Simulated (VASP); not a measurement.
CaO:

```
Ca O
1.0
     0.00000    2.44900    2.44900
     2.44900    0.00000    2.44900
     2.44900    2.44900    0.00000
Ca O
1 1
Direct
  0.50000 0.50000 0.50000
  0.00000 0.00000 0.00000
```

Base run:

| Item | Value |
| --- | --- |
| Program | VASP 6.6.1 |
| Functional | BLYP |
| Potentials or basis | VASP PAW PBE potentials, release 64 (Ca_sv, O) |
| Cutoff | 520 eV |
| k mesh | 8 × 8 × 8 |
| Occupations | gaussian, width 0.05 eV |
| Spin | no spin polarisation |

Its results: band gap on the k mesh 3.73 eV, indirect (least direct gap 4.11 eV); pressure -1.2 GPa.

Problem. The run is repeated on the same cell with these changes: functional from BLYP to LDA; potentials or basis from VASP PAW PBE potentials, release 64 (Ca_sv, O) to VASP PAW LDA potentials, release 64 (Ca_sv, O). What comes out?

Solution. Band gap on the k mesh 3.48 eV, indirect (least direct gap 3.86 eV); pressure -11.2 GPa.

Caveats: the PAW data sets were made with another functional, which shifts forces and pressure a little (some runs).

A k mesh can miss the band edges.
